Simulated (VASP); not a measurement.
CsRb2AlCl6, 10 atoms in the cell. It takes space group Fm-3m (No. 225, cubic). Conventional cell: a = 11.163 Å, b = 11.163 Å, c = 11.163 Å, α = 90.00°, β = 90.00°, γ = 90.00°. Within 4.3 Å of Cs (site symmetry m-3m) lie 6 Cl at 3.24 Å. Within 5.2 Å of Rb (site symmetry -43m) lie 12 Cl at 3.97 Å and 4 Cs at 4.83 Å and 4 Al at 4.83 Å. Al (site symmetry m-3m) has 6 Cl at 2.35 Å within 3.1 Å. Cl (site symmetry 4mm) has 1 Al at 2.35 Å within 3.1 Å. 

```yaml
Program: VASP 6.6.1
Task: single point
Functional: PBEsol
Potentials_or_basis: VASP PAW PBE potentials, release 64 (Cs_sv, Rb_sv, Al, Cl)
Cutoff: 520 eV
k_mesh: 3 × 3 × 3
Occupations: fermi-dirac, width 0.01 eV
Spin: no spin polarisation
Dipole_correction: no
k_mesh_for_the_DOS: 5 × 5 × 5
Occupations_for_the_DOS: tetrahedron
Further_INCAR_settings: ALGO = Normal; EDIFF = 1e-07
```

Potentials or basis: VASP PAW PBE potentials, release 64 (Cs_sv, Rb_sv, Al, Cl).

Command:

```sh
$ cat potpaw_PBE.64/Cs_sv/POTCAR potpaw_PBE.64/Rb_sv/POTCAR potpaw_PBE.64/Al/POTCAR potpaw_PBE.64/Cl/POTCAR > POTCAR
$ cp INCAR.step1 INCAR
$ cp KPOINTS.step1 KPOINTS
$ mpirun -np 1 vasp_std > vasp.out
$ cp INCAR.step2 INCAR
$ cp KPOINTS.step2 KPOINTS
$ mpirun -np 1 vasp_std > vasp.out
```

Hardware: 1 thread of AMD EPYC 7R43 64-Core Processor (Zen 3), with other jobs on the host.

**Question.** How long does it take, and how much memory?

**Answer.** Run time: 3.1 min on 1 thread of AMD EPYC 7R43 64-Core Processor (Zen 3), with other jobs on the host, peak memory 0.5 GiB. Counts: k points 10.
